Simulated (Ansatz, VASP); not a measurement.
**One calculation of RuCl2, two programs**

```xyz
3
Lattice="3.5497 0.0000 0.0000 -1.7748 3.0741 0.0000 0.0000 0.0000 5.7264" Properties=species:S:1:pos:R:3 pbc="T T T"
Ru    0.0000    0.0000    0.0000
Cl    0.0000    2.0494    1.4430
Cl    1.7748    1.0247    4.2833
```

Alike in both runs: task single point; functional PBEsol; k mesh 6 × 6 × 4; occupations gaussian, width 0.05 eV; collinear spin; fixed moment 1 μB.

|  | VASP | Ansatz |
| --- | --- | --- |
| version | VASP 6.6.1 | Ansatz 0.2.0 |
| potentials or method | VASP PAW PBE potentials, release 64 (Ru_pv, Cl) | Ansatz PAW |
| plane-wave cutoff (eV) | 520 | 420 |
| valence electrons in the cell | 28 | 30 |

```csv
,VASP,Ansatz,Ansatz less VASP
pressure (GPa),-8.5,-8.5,+0.02
"traceless stress, the component that is largest in VASP (GPa)",0.38,0.34,-0.036
rms of the force components (eV/Å),0.560,0.566,+0.0060
net moment per atom (μB),0.33,0.33,0.000
size of the moment on the site where the two differ most (μB),0.86,0.79,-0.070
```

VASP's potentials were made for PBE, not for PBEsol. Site moments also hang on the region over which each program counts them. Atom by atom the forces differ by 0.006 eV/Å (rms over components). VASP's potentials hold 28 valence electrons a cell and Ansatz's 30, so a difference there can come from the potentials and not from the codes.
